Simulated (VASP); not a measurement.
# SrTiO3 (R-3m) in VASP: further runs

Runs on SrTiO3. Level: PBEsol. Tasks: single point.

Program: VASP 6.6.1. These are calculated values, not measurements. Logs are shortened: lines on timing, memory, paths and dates and some standing lists are left out, and cuts for length are marked.

## 1. The cell of the first run

The structure is trigonal, space group R-3m (No. 166). The conventional cell has a = 6.933 Å, b = 6.933 Å, c = 4.246 Å, α = 90.00°, β = 90.00°, γ = 120.00°. Sr (site symmetry -3m) has 2 Ti at 2.12 Å and 6 O at 2.45 Å within 2.8 Å. Ti (site symmetry -3m) has 6 O at 2.12 Å and 2 Sr at 2.12 Å within 2.8 Å. Within 2.8 Å of O (site symmetry 2/m) lie 2 Ti at 2.12 Å and 2 Sr at 2.45 Å and 4 O at 2.45 Å.

## 2. Single point, PBEsol

INCAR

```
PREC     = Accurate       # precision mode
ENCUT    = 520            # plane-wave cutoff, eV
EDIFF    = 1E-6           # SCF threshold, eV
ISMEAR   = 0              # smearing method
SIGMA    = 0.05           # smearing width, eV
LREAL    = False          # projectors in reciprocal space
LASPH    = True           # aspherical terms in the spheres
NELM     = 100            # most SCF steps
ALGO     = Normal         # electronic algorithm
ISIF     = 2              # what is computed and relaxed
LWAVE    = False          # write WAVECAR
LCHARG   = True           # write CHGCAR
GGA      = PS             # functional
LELF     = True           # ELF
LVHAR    = True         
NBANDS   = 28             # bands
```

KPOINTS

```
regular mesh
0
Gamma
  8 8 8
```

POSCAR

```
SrTiO3
1.0
    4.0854201387     -0.8170840277     -0.8170840277
   -0.8170840277      4.0854201387     -0.8170840277
   -0.8170840277     -0.8170840277      4.0854201387
Sr Ti O
1 1 3
Direct
    0.0000000000      0.0000000000      0.0000000000
    0.5000000000      0.5000000000      0.5000000000
    0.0000000000      0.5000000000      0.5000000000
    0.5000000000      0.0000000000      0.5000000000
    0.5000000000      0.5000000000      0.0000000000
```

Potentials or basis: VASP PAW PBE potentials, release 64 (Sr_sv, Ti_sv, O).

Command:

```bash
cat potpaw_PBE.64/Sr_sv/POTCAR potpaw_PBE.64/Ti_sv/POTCAR potpaw_PBE.64/O/POTCAR > POTCAR
mpirun -np 1 vasp_std > vasp.out
```

OUTCAR:

```text
PREC = Accurate
   ENCUT = 520
   EDIFF = 1E-6
   ISMEAR = 0
   LREAL = False
   LASPH = True
   NELM = 100
   ISIF = 2
   GGA = PS

 ion  position               nearest neighbor table
   1  0.000  0.000  0.000-   2 2.12   2 2.12   4 2.45   5 2.45   3 2.45   4 2.45   5 2.45   3 2.45
                             3 3.47   4 3.47   5 3.47   4 3.47   3 3.47   5 3.47   5 3.47   3 3.47
   2  0.500  0.500  0.500-   3 2.12   4 2.12   5 2.12   5 2.12   4 2.12   3 2.12   1 2.12   1 2.12

   3  0.000  0.500  0.500-   2 2.12   2 2.12   1 2.45   1 2.45   1 3.47   1 3.47   1 3.47   1 3.47

   4  0.500  0.000  0.500-   2 2.12   2 2.12   1 2.45   1 2.45   1 3.47   1 3.47   1 3.47   1 3.47

   5  0.500  0.500  0.000-   2 2.12   2 2.12   1 2.45   1 2.45   1 3.47   1 3.47   1 3.47   1 3.47

  LATTYP: Found a body centered cubic cell.
 ALAT       =     4.9025041664

  Lattice vectors:

 A1 = (   4.0854201387,  -0.8170840277,  -0.8170840277)
 A2 = (  -0.8170840277,   4.0854201387,  -0.8170840277)
 A3 = (  -0.8170840277,  -0.8170840277,   4.0854201387)

Analysis of symmetry for initial positions (statically):
=====================================================================
 Subroutine PRICEL returns:
 Original cell was already a primitive cell.

 Routine SETGRP: Setting up the symmetry group for a
 body centered cubic supercell.

 Subroutine GETGRP returns: Found 12 space group operations
 (whereof 12 operations were pure point group operations)
 out of a pool of 48 trial point group operations.

The static configuration has the point symmetry D_3d.

Analysis of symmetry for dynamics (positions and initial velocities):
=====================================================================
 Subroutine PRICEL returns:
 Original cell was already a primitive cell.

 Routine SETGRP: Setting up the symmetry group for a
 body centered cubic supercell.

 Subroutine GETGRP returns: Found 12 space group operations
 (whereof 12 operations were pure point group operations)
 out of a pool of 48 trial point group operations.

The dynamic configuration has the point symmetry D_3d.

 Subroutine INISYM returns: Found 12 space group operations
 (whereof 12 operations are pure point group operations),
 and found     1 'primitive' translations

----------------------------------------------------------------------------------------

                                     Primitive cell

  volume of cell :      58.9147
[... 90 lines left out ...]
   LNONCOLLINEAR =      F non collinear calculations
   LSORBIT =      F    spin-orbit coupling
   LASPH  =      T    aspherical Exc in radial PAW
   ENCUT  =  520.0 eV  38.22 Ry    6.18 a.u.   7.89  7.89  7.89*2*pi/ulx,y,z
   NELM   =    100;   NELMIN=  2; NELMDL= -5     # of ELM steps
   EDIFF  = 0.1E-05   stopping-criterion for ELM
   LREAL  =      F    real-space projection
   EDIFFG = 0.1E-04   stopping-criterion for IOM
   NSW    =      0    number of steps for IOM
   IBRION =     -1    ionic relax: 0-MD 1-quasi-New 2-CG
   NFREE  =      0    steps in history (QN), initial steepest desc. (CG)
   ISIF   =      2    stress and relaxation
   ISYM   =      2    0-nonsym 1-usesym 2-fastsym
   POTIM  = 0.5000    time-step for ionic-motion
   TEBEG  =    0.0;   TEEND  =   0.0 temperature during run
   PSTRESS=    0.0 pullay stress
   NELECT =      40.0000    total number of electrons
   NUPDOWN=      -1.0000    fix difference up-down
   EMIN   =  10.00;   EMAX   =-10.00  energy-range for DOS
   EFERMI =   0.00;   METHOD = LEGACY
   ISMEAR =     0;   SIGMA  =   0.05  broadening in eV -4-tet -1-fermi 0-gaus
   EFERMI_NEDOS =   21; number of points for ismear=-14 and -15
   IALGO  =     38    algorithm
   IMIX   =      4    mixing-type and parameters
     AMIX     =   0.40;   BMIX     =  1.00
     AMIX_MAG =   1.60;   BMIX_MAG =  1.00
  volume/ion in A,a.u.               =      11.78        79.52
  Fermi-wavevector in a.u.,A,eV,Ry     =   1.438865  2.719061 28.168602  2.070334
  Thomas-Fermi vector in A             =   2.557785
   LORBIT       =      0    0 simple, 1 ext, 2 COOP (PROOUT), +10 PAW based schemes
   GGA     = PS    functional components
   LHFCALC =     F    Hartree Fock is set to
   AEXX    =    0.0000 exact exchange contribution
   IVDW    =     0    specifies the selected vdW correction
   LEPSILON=     F    determine dielectric tensor
   LRPA    =     F    only Hartree local field effects (RPA)
 non-spin polarized calculation
 Gauss-broadening in eV      SIGMA  =   0.05
  energy-cutoff  :      520.00
  volume of cell :       58.91
 maximum number of plane-waves:      1638
   NGX = 15   NGY = 15   NGZ = 15

 number of electron      40.0000026 magnetization

 Free energy of the ion-electron system (eV)
  ---------------------------------------------------
  ext. energy  EPLUGINS =         0.00000000
  ---------------------------------------------------
  free energy    TOTEN  =       -29.50742155 eV

  energy without entropy =      -29.50004921  energy(sigma->0) =      -29.50373538

 E-fermi :   4.6424     XC(G=0): -11.4965

 val. band max:        4.6412457544   @ k =   0.2500  -0.0000  -0.1250
 cond. band min:       4.6437887062   @ k =   0.1250  -0.1250   0.5000
 fundamental gap:      0.0025429518
 Fermi energy:         4.6423566144

 k-point     1 :       0.0000    0.0000    0.0000
  band No.  band energies     occupation
      1     -52.5164      2.00000
      2     -29.9214      2.00000
      3     -29.6510      2.00000
      4     -28.6922      2.00000
      5     -28.6922      2.00000
      6     -13.5448      2.00000
[... 733 lines left out ...]
     27      11.2491      0.00000
     28      12.8093      0.00000

 [... further k-points ...]
[... 5 lines left out ...]
  --------------------------------------------------------------------------------------
  -------------------------------------------------------------------------------------
  Total        8.0711500      8.0711500      8.0711500     17.4325177     17.4325177     17.4325177
  in kB      219.4937122    219.4937122    219.4937122    474.0747006    474.0747006    474.0747006
  external PRESSURE =     219.4937122 kB  Pullay stress =       0.0000000 kB

 VOLUME and BASIS-vectors are now :
 -----------------------------------------------------------------------------
  energy-cutoff  :      520.00
  volume of cell :       58.91
      direct lattice vectors                 reciprocal lattice vectors
     4.085420139 -0.817084028 -0.817084028     0.271969852  0.067992463  0.067992463
    -0.817084028  4.085420139 -0.817084028     0.067992463  0.271969852  0.067992463
    -0.817084028 -0.817084028  4.085420139     0.067992463  0.067992463  0.271969852

 POSITION                                       TOTAL-FORCE (eV/Angst)
 -----------------------------------------------------------------------------------
      0.00000      0.00000      0.00000        -0.000000     -0.000000      0.000000
      1.22563      1.22563      1.22563         0.000000      0.000000      0.000000
     -0.81708      1.63417      1.63417        -0.000000     -0.000000      0.000000
      1.63417     -0.81708      1.63417        -0.000000     -0.000000     -0.000000
      1.63417      1.63417     -0.81708        -0.000000     -0.000000     -0.000000
 -----------------------------------------------------------------------------------
    total drift:                                0.000000     -0.000000     -0.000000

  FREE ENERGIE OF THE ION-ELECTRON SYSTEM (eV)
  ---------------------------------------------------
  free  energy   TOTEN  =       -29.5074215499 eV

  energy  without entropy=      -29.5000492113  energy(sigma->0) =      -29.50373538
```

Wall time 2.6 min (1 thread of Intel Xeon 8259CL, shared host); peak memory 0.25 GiB.

Results:

```
Free energy            : -29.5074 eV
Pressure               : 21.9 GPa
Band gap on the k mesh : zero (bands 20 and 21 overlap by 0.93 eV)
```

Stress tensor (GPa, compression positive):
```
21.95 47.41 47.41
47.41 21.95 47.41
47.41 47.41 21.95
```

Levels at points of the mesh, in eV from the Fermi level:
```
           k point  band 16  band 17  band 18  band 19  band 20  band 21  band 22  band 23  band 24  band 25
(0.00, 0.00, 0.00)    -2.09    -2.09    -1.12    -1.12    -0.74    -0.24     0.42     0.42     2.20     2.20
(0.50, 0.00, 0.00)    -2.53    -2.29    -2.13    -1.59     0.09     1.38     1.48     2.68     2.99     4.75
(0.50, 0.00, 0.50)    -2.58    -2.15    -2.05    -1.80    -0.57    -0.06     0.80     1.29     3.18     5.36
(0.50, 0.50, 0.50)    -3.53    -1.59    -0.15    -0.15     0.40     2.12     2.12     4.29     5.40     5.40
```

Caveat: the cell stands under pressure; the PAW data sets were made with another functional, which shifts forces and pressure a little.

## 3. Single point, PBEsol

This run uses another cell than the first one, of the same volume but with other edges.

INCAR

```
  PREC = Accurate
  ENCUT = 520
  EDIFF = 1E-6
  ISMEAR = 0
  SIGMA = 0.05
  LREAL = False
  LASPH = True
  NELM = 60
  ALGO = Normal
  ISIF = 2
  LWAVE = False
  LCHARG = False
  GGA = PS
  NBANDS = 28
```

KPOINTS

```
Automatic mesh
0
Gamma
  8 8 8
```

POSCAR: that of step 2 with these lines changed.

```diff
@@ -2,5 +2,5 @@
 1.0
-    4.0854201387     -0.8170840277     -0.8170840277
-   -0.8170840277      4.0854201387     -0.8170840277
-   -0.8170840277     -0.8170840277      4.0854201387
+    4.1178454643      1.0294613661      1.0294613661
+    1.0294613661      4.1178454643      1.0294613661
+    1.0294613661      1.0294613661      4.1178454643
 Sr Ti O
```

Potentials or basis: VASP PAW PBE potentials, release 64 (Sr_sv, Ti_sv, O).

Command:

```bash
cat potpaw_PBE.64/Sr_sv/POTCAR potpaw_PBE.64/Ti_sv/POTCAR potpaw_PBE.64/O/POTCAR > POTCAR
mpirun -np 1 vasp_std > vasp.out
```

Wall time 2.1 min (1 thread of Intel Xeon 8259CL, shared host); peak memory 0.25 GiB.

Results (log left out):

```yaml
Free_energy: -30.0614 eV
Pressure: 31.5 GPa
Band_gap_on_the_k_mesh: zero (bands 20 and 21 overlap by 1.41 eV)
```

Stress tensor (GPa, compression positive):
```
 31.49 -37.91 -37.91
-37.91  31.49 -37.91
-37.91 -37.91  31.49
```

Levels at points of the mesh, in eV from the Fermi level:
| k point | band 17 | band 18 | band 19 | band 20 | band 21 | band 22 | band 23 | band 24 |
| --- | --- | --- | --- | --- | --- | --- | --- | --- |
| (0.00, 0.00, 0.00) | -2.52 | -1.90 | -1.06 | -0.82 | -0.82 | 0.78 | 0.78 | 1.25 |
| (0.50, 0.00, 0.00) | -3.59 | -3.11 | -1.89 | -0.25 | 0.17 | 0.75 | 1.02 | 1.41 |
| (0.50, 0.50, 0.50) | -2.88 | -1.03 | 0.59 | 0.59 | 0.81 | 0.87 | 0.87 | 3.86 |
| (0.50, 0.50, 0.00) | -3.90 | -2.86 | -1.59 | 0.05 | 0.25 | 0.39 | 0.98 | 1.73 |

Caveat: the cell stands under pressure; the PAW data sets were made with another functional, which shifts forces and pressure a little.

(Part 1 of 2 ends here.)

The gap in the log of VASP goes by the Fermi energy; the results here count the filled bands.